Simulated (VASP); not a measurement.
Runs of VASP 6.6.1 on BeS. The structure is cubic, space group Fm-3m (No. 225). Conventional cell: a = 4.635 Å, b = 4.635 Å, c = 4.635 Å, α = 90.00°, β = 90.00°, γ = 90.00°. Be (site symmetry m-3m) has 6 S at 2.32 Å within 3.1 Å. S (site symmetry m-3m) has 6 Be at 2.32 Å within 3.1 Å. 

```tsv
level	k mesh	cutoff (eV)	gap on the mesh (eV)	pressure (GPa)
PBE	8 × 8 × 8	520	(b)	-0.4
r2SCAN	4 × 4 × 4	660	1.59	(a)
PBEsol	4 × 4 × 4	600	1.21	-1.5
r2SCAN	8 × 8 × 8	520	1.35	0.0
r2SCAN	6 × 6 × 6	520	1.35	0.1
```

Alike in all rows: task single point; potentials or basis VASP PAW PBE potentials, release 64 (Be, S); no spin polarisation; cell as given; smearing gaussian 0.01 eV.

**Question.** Fill in the values left out.

**Answer.** (a) 1.4; (b) 1.00.

Caveats: some runs use coarse meshes; the PAW data sets were made with another functional, which shifts forces and pressure a little (some runs).

A k mesh can miss the band edges.
